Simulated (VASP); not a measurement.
Al4B3Sb, 8 atoms in the cell. The structure is orthorhombic, space group Pmm2 (No. 25). The conventional cell has a = 3.072 Å, b = 3.260 Å, c = 11.119 Å, α = 90.00°, β = 90.00°, γ = 90.00°. Al (site symmetry mm2) has 2 B at 2.26 Å and 4 Al at 2.61 to 3.07 Å and 4 Sb at 3.08 Å within 3.1 Å. Within 3.1 Å of Al (site symmetry mm2) lie 7 B at 2.19 to 2.35 Å and 8 Al at 2.78 to 3.07 Å. Within 3.1 Å of Al (site symmetry mm2) lie 5 B at 2.30 to 2.37 Å and 8 Al at 2.61 to 3.07 Å. Al (site symmetry mm2) has 6 B at 2.39 Å and 1 Sb at 2.79 Å and 6 Al at 2.90 to 3.26 Å within 3.3 Å. B (site symmetry mm2) has 2 B at 1.79 Å and 6 Al at 2.31 to 2.39 Å within 2.4 Å. B (site symmetry mm2) has 7 Al at 2.19 to 2.30 Å within 2.9 Å. B (site symmetry mm2) has 2 B at 1.79 Å and 7 Al at 2.35 to 2.39 Å within 2.4 Å. Sb (site symmetry mm2) has 5 Al at 2.79 to 3.08 Å and 4 Sb at 3.07 to 3.26 Å within 3.7 Å. 

- Program: VASP 6.6.1
- Task: single point
- Functional: PBE
- Potentials or basis: VASP PAW PBE potentials, release 64 (Al, B, Sb)
- Cutoff: 520 eV
- k mesh: 8 × 6 × 2
- Occupations: gaussian, width 0.2 eV
- Spin: no spin polarisation
- Dipole correction: no
- Further INCAR settings: ALGO = Normal; EDIFF = 1e-06; NBANDS = 23

Potentials or basis: VASP PAW PBE potentials, release 64 (Al, B, Sb).

Command:

```sh
$ cat potpaw_PBE.64/Al/POTCAR potpaw_PBE.64/B/POTCAR potpaw_PBE.64/Sb/POTCAR > POTCAR
$ mpirun -np 1 vasp_std > vasp.out
```

Hardware: 1 thread of Intel Xeon 8259CL, on a shared host.

Q: How long does it take, and how much memory?

A: It took 2 min on 1 thread of Intel Xeon 8259CL, with other jobs on the host, peak memory 0.27 GiB. Counts: scf iterations 14, k points 40.
